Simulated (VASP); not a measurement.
Set up this calculation in VASP 6.6.1, as the native input.

```yaml
Task: single point
Functional: LDA
Potentials_or_basis: VASP PAW LDA potentials, release 64 (Hf_pv, N)
Cutoff: 520 eV
k_mesh: 11 × 11 × 11
Occupations: fermi-dirac, width 0.05 eV
Spin: no spin polarisation
Dipole_correction: no
Further_INCAR_settings: ALGO = Normal; EDIFF = 1e-07; NBANDS = 14
```

The structure of HfN lies in POSCAR:

```
HfN
1.0
    0.0000000000      2.2151584180      2.2151584180
    2.2151584180      0.0000000000      2.2151584180
    2.2151584180      2.2151584180      0.0000000000
Hf N
1 1
Direct
    0.0000000000      0.0000000000      0.0000000000
    0.5000000000      0.5000000000      0.5000000000
```

These files were run (other wordings do the same):

INCAR

```
PREC     = Accurate       # precision mode
ENCUT    = 520            # plane-wave cutoff, eV
EDIFF    = 1E-7           # SCF threshold, eV
ISMEAR   = -1             # smearing method
SIGMA    = 0.05           # smearing width, eV
LREAL    = F              # projectors in reciprocal space
LASPH    = T              # aspherical terms in the spheres
NELM     = 80             # most SCF steps
ALGO     = Normal         # electronic algorithm
ISIF     = 2              # what is computed and relaxed
LWAVE    = F              # write WAVECAR
LCHARG   = F              # write CHGCAR
NBANDS   = 14             # bands
```

KPOINTS

```
regular mesh
0
Gamma
  11 11 11
```

Potentials or basis: VASP PAW LDA potentials, release 64 (Hf_pv, N).

The run is started by

```sh
$ cat potpaw_LDA.64/Hf_pv/POTCAR potpaw_LDA.64/N/POTCAR > POTCAR
$ mpirun -np 1 vasp_std > vasp.out
```

It gave:

```yaml
Pressure: 7.0 GPa
```

Wall time 5.8 s on 1 thread of Intel(R) Xeon(R) 6975P-C (Granite Rapids), on a shared host, peak memory 0.13 GiB.
